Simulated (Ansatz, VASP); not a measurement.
## One calculation of Te2Mo, two programs

```
Te Mo
1.0
     6.34645    0.00000    0.00000
     0.00000    3.49422    0.00000
     0.00000    0.00000   17.10344
Te Mo
4 2
Direct
  0.92086 0.25000 0.61996
  0.07914 0.75000 0.38004
  0.42798 0.75000 0.58578
  0.57202 0.25000 0.41422
  0.18062 0.25000 0.49422
  0.81938 0.75000 0.50578
```

Alike in both runs: task single point; functional PBE; k mesh 10 × 18 × 1; occupations gaussian, width 0.05 eV; no spin polarisation.

|  | VASP | Ansatz |
| --- | --- | --- |
| version | VASP 6.6.1 | Ansatz 0.2.0 |
| potentials or method | VASP PAW PBE potentials, release 64 (Te, Mo_sv), cutoff 400 eV | scalar-relativistic, plane waves, PAW |
| valence electrons in the cell | 52 | 92 |

Ansatz gave:

* rms of the force components (eV/Å): 0.073

Question: Which values does VASP return?

Answer: rms of the force components (eV/Å): 0.078.

Atom by atom the forces differ by 0.006 eV/Å (rms over components). VASP's potentials hold 52 valence electrons a cell and Ansatz's 92, so a difference there can come from the potentials and not from the codes.

Neither program's run includes spin-orbit coupling.
